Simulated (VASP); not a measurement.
# AgCl (Cmcm) in VASP: further runs, part 3 of 3

VASP 6.6.1. The steps go on from the part before.

**5. Single point, PBEsol (21.62 Å³/atom)**

This run uses another cell than the first one, of 21.62 Å³/atom.

Contents of INCAR:

```
SYSTEM = AgCl
ALGO = Normal ; EDIFF = 1E-6
ENCUT = 520 ; GGA = PS
ISIF = 2 ; ISMEAR = -1
LASPH = .TRUE. ; LCHARG = .TRUE.
LELF = .TRUE. ; LREAL = .FALSE.
LVHAR = .TRUE. ; LWAVE = .FALSE.
NBANDS = 26 ; NELM = 100
PREC = Accurate ; SIGMA = 0.03
```

Contents of KPOINTS:

```
k-points
0
G
  9 9 8
  0 0 0
```

Contents of POSCAR:

```
AgCl
1.0
    1.9076035228     -5.6655757514      0.0000000000
    1.9076035228      5.6655757514      0.0000000000
    0.0000000000      0.0000000000      4.0009987977
Ag Cl
2 2
Direct
    0.3965554000      0.6034446000      0.7500000000
    0.6034446000      0.3965554000      0.2500000000
    0.8654487300      0.1345512700      0.2500000000
    0.1345512700      0.8654487300      0.7500000000
```

Potentials or basis: VASP PAW PBE potentials, release 64 (Ag, Cl).

On the command line:

```sh
> cat potpaw_PBE.64/Ag/POTCAR potpaw_PBE.64/Cl/POTCAR > POTCAR
> mpirun -np 1 vasp_std > vasp.out
```

OUTCAR:

```text
SYSTEM = AgCl
   EDIFF = 1E-6
   ENCUT = 520
   GGA = PS
   ISIF = 2
   ISMEAR = -1
   LASPH = .TRUE.
   LREAL = .FALSE.
   NELM = 100
   PREC = Accurate

 ion  position               nearest neighbor table
   1  0.397  0.603  0.750-   3 2.79   3 2.79   3 2.79   3 2.79   4 2.97   2 3.08   2 3.08
   2  0.603  0.397  0.250-   4 2.79   4 2.79   4 2.79   4 2.79   3 2.97   1 3.08   1 3.08
   3  0.865  0.135  0.250-   1 2.79   1 2.79   1 2.79   1 2.79   2 2.97
   4  0.135  0.865  0.750-   2 2.79   2 2.79   2 2.79   2 2.79   1 2.97

  LATTYP: Found a base centered orthorhombic cell.
 ALAT       =     3.8152070456
 B/A-ratio  =     2.9699964818
[... 898 lines left out ...]
  -------------------------------------------------------------------------------------
  Total       -3.0755070     -2.1969155     -3.2563632      0.0000000     -0.0000000      0.0000000
  in kB      -56.9766243    -40.6999007    -60.3271533      0.0000000     -0.0000000      0.0000000
  external PRESSURE =     -52.6678928 kB  Pullay stress =       0.0000000 kB

 VOLUME and BASIS-vectors are now :
 -----------------------------------------------------------------------------
  energy-cutoff  :      520.00
  volume of cell :       86.48
      direct lattice vectors                 reciprocal lattice vectors
     1.907603523 -5.665575751  0.000000000     0.262108973 -0.088252284  0.000000000
     1.907603523  5.665575751  0.000000000     0.262108973  0.088252284  0.000000000
     0.000000000  0.000000000  4.000998798     0.000000000  0.000000000  0.249937591

 POSITION                                       TOTAL-FORCE (eV/Angst)
 -----------------------------------------------------------------------------------
      1.90760      1.17215      3.00075         0.000000      0.013118     -0.000000
      1.90760     -1.17215      1.00025         0.000000     -0.013118     -0.000000
      1.90760     -4.14095      1.00025         0.000000     -0.070700      0.000000
      1.90760      4.14095      3.00075         0.000000      0.070700      0.000000
 -----------------------------------------------------------------------------------
    total drift:                                0.000000      0.000000      0.000000

  FREE ENERGIE OF THE ION-ELECTRON SYSTEM (eV)
  ---------------------------------------------------
  free  energy   TOTEN  =       -11.8886125522 eV

  energy  without entropy=      -11.8885981590  energy(sigma->0) =      -11.88860536
```

OSZICAR:

```text
N       E                     dE             d eps       ncg     rms          rms(c)
DAV:   1     0.230358479385E+03    0.23036E+03   -0.17480E+04  6500   0.128E+03
DAV:   2     0.609468578150E+00   -0.22975E+03   -0.21921E+03  7342   0.278E+02
DAV:   3    -0.122384337951E+02   -0.12848E+02   -0.12733E+02  7684   0.662E+01
DAV:   4    -0.123799527362E+02   -0.14152E+00   -0.14139E+00  7312   0.766E+00
DAV:   5    -0.123818579186E+02   -0.19052E-02   -0.19051E-02  7588   0.913E-01    0.785E+00
DAV:   6    -0.118944632789E+02    0.48739E+00   -0.10813E+00  7074   0.113E+01    0.551E+00
DAV:   7    -0.118958813817E+02   -0.14181E-02   -0.30443E-01  6786   0.301E+00    0.266E+00
DAV:   8    -0.118894396617E+02    0.64417E-02   -0.19995E-02  6956   0.134E+00    0.621E-01
DAV:   9    -0.118885232221E+02    0.91644E-03   -0.39552E-03  7348   0.730E-01    0.132E-01
DAV:  10    -0.118885827021E+02   -0.59480E-04   -0.47890E-04  6922   0.130E-01    0.683E-02
DAV:  11    -0.118886159000E+02   -0.33198E-04   -0.30268E-05  6784   0.522E-02    0.259E-02
DAV:  12    -0.118886128020E+02    0.30980E-05   -0.72951E-06  6936   0.381E-02    0.555E-03
DAV:  13    -0.118886125522E+02    0.24989E-06   -0.13030E-06  3682   0.659E-03
   1 F= -.11888613E+02 E0= -.11888605E+02  d E =-.143931E-04
```

stdout:

```text
POSCAR found type information on POSCAR AgCl
 POSCAR found :  2 types and       4 ions
 scaLAPACK will be used
 -----------------------------------------------------------------------------
|                                                                             |
|                                                                             |
|     You enforced a specific xc type in the INCAR file but a different       |
|     I HOPE YOU KNOW WHAT YOU ARE DOING!                                     |
|                                                                             |
 -----------------------------------------------------------------------------

 LDA part: xc-table for (Slater+PW92), standard interpolation
 POSCAR, INCAR and KPOINTS ok, starting setup
 FFT: planning ... GRIDC
 FFT: planning ... GRID_SOFT
 FFT: planning ... GRID
 WAVECAR not read
 entering main loop
```

Wall time 6.7 min (1 thread of Intel Xeon 8259CL, shared host); peak memory 0.4 GiB.

Results:

| Item | Value |
| --- | --- |
| Free energy | -11.8886 eV |
| Pressure | -5.3 GPa |
| Largest force | 0.071 eV/Å |
| Band gap on the k mesh | 0.35 eV (least direct gap 1.71 eV) |

Forces on the atoms (eV/Å):
```
Ag   0.000  0.013  0.000
Ag   0.000 -0.013  0.000
Cl   0.000 -0.071  0.000
Cl   0.000  0.071  0.000
```

Caveat: the cell stands under tension; semilocal functionals underestimate gaps, and a narrow one can read as zero; the PAW data sets were made with another functional, which shifts forces and pressure a little. A k mesh can miss the band edges.

**6. Overview**

| cell | gap on the mesh (eV) | pressure (GPa) | largest force (eV/Å) |
| --- | --- | --- | --- |
| a = 5.784, b = 5.784, c = 3.871 Å, angles 90.0, 90.0, 142.8°, 4 atoms | 0.33 | -0.9 | 0.04 |
| a = 5.844, b = 5.844, c = 3.911 Å, angles 90.0, 90.0, 142.8°, 4 atoms | 0.33 | -2.5 | 0.03 |
| a = 5.902, b = 5.902, c = 3.950 Å, angles 90.0, 90.0, 142.8°, 4 atoms | 0.34 | -3.9 | 0.04 |
| a = 5.978, b = 5.978, c = 4.001 Å, angles 90.0, 90.0, 142.8°, 4 atoms | 0.35 | -5.3 | 0.07 |

Alike in all rows: task single point; level PBEsol; potentials or basis VASP PAW PBE potentials, release 64 (Ag, Cl); no spin polarisation; k mesh 9 × 9 × 8; cutoff (eV) 520; smearing fermi-dirac 0.03 eV.

Caveats: semilocal functionals underestimate gaps, and a narrow one can read as zero; the PAW data sets were made with another functional, which shifts forces and pressure a little; the cell stands under tension (at least some runs).

Total energies depend on the potentials used, so only differences within one code and one set of settings carry meaning.
